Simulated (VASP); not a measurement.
Set up this calculation in VASP 6.6.1, as the native input.

| Property | Result |
| --- | --- |
| Task | single point |
| Functional | PBE |
| Potentials or basis | VASP PAW PBE potentials, release 64 (Rb_sv, Br) |
| Cutoff | 520 eV |
| k mesh | 2 × 2 × 2 |
| Occupations | gaussian, width 0.1 eV |
| Spin | no spin polarisation |
| Dipole correction | no |
| Further INCAR settings | ALGO = Normal; EDIFF = 1e-07; NBANDS = 38 |

The structure of Rb4Br3 lies in POSCAR:

```
Rb4Br3
1.0
    8.2118105000      0.0000000000      0.0000000000
    0.0000000000      8.2118105000      0.0000000000
    0.0000000000      0.0000000000      8.2118105000
Rb Br
4 3
Direct
    0.5000000000      0.0000000000      0.0000000000
    0.0000000000      0.5000000000      0.0000000000
    0.0000000000      0.0000000000      0.5000000000
    0.0000000000      0.0000000000      0.0000000000
    0.0000000000      0.5000000000      0.5000000000
    0.5000000000      0.0000000000      0.5000000000
    0.5000000000      0.5000000000      0.0000000000
```

These files were run (other wordings do the same):

INCAR

```
SYSTEM = Rb4Br3
PREC     = Accurate       ! precision mode
ENCUT    = 520            ! plane-wave cutoff, eV
EDIFF    = 1E-7           ! SCF threshold, eV
ISMEAR   = 0              ! smearing method
SIGMA    = 0.1            ! smearing width, eV
LREAL    = .False.        ! projectors in reciprocal space
LASPH    = .True.         ! aspherical terms in the spheres
NELM     = 60             ! most SCF steps
ALGO     = Normal         ! electronic algorithm
ISIF     = 2              ! what is computed and relaxed
LWAVE    = .False.        ! write WAVECAR
LCHARG   = .False.        ! write CHGCAR
GGA      = PE             ! functional
NBANDS   = 38             ! bands
```

KPOINTS

```
Automatic mesh
0
Gamma
  2 2 2
  0 0 0
```

Potentials or basis: VASP PAW PBE potentials, release 64 (Rb_sv, Br).

Launch:

```console
$ cat potpaw_PBE.64/Rb_sv/POTCAR potpaw_PBE.64/Br/POTCAR > POTCAR
$ mpirun -np 1 vasp_std > vasp.out
```

Results of the run:

```json
{
  "Pressure": "-1.0 GPa"
}
```

Caveat: the k points lie up to 0.38 Å⁻¹ apart; an odd number of electrons without spin polarisation forces a metal; a magnetic or distorted state may lie lower.

Wall time 3.8 min on 1 thread of Intel(R) Xeon(R) Platinum 8488C (Sapphire Rapids), with other jobs on the host, peak memory 0.54 GiB.
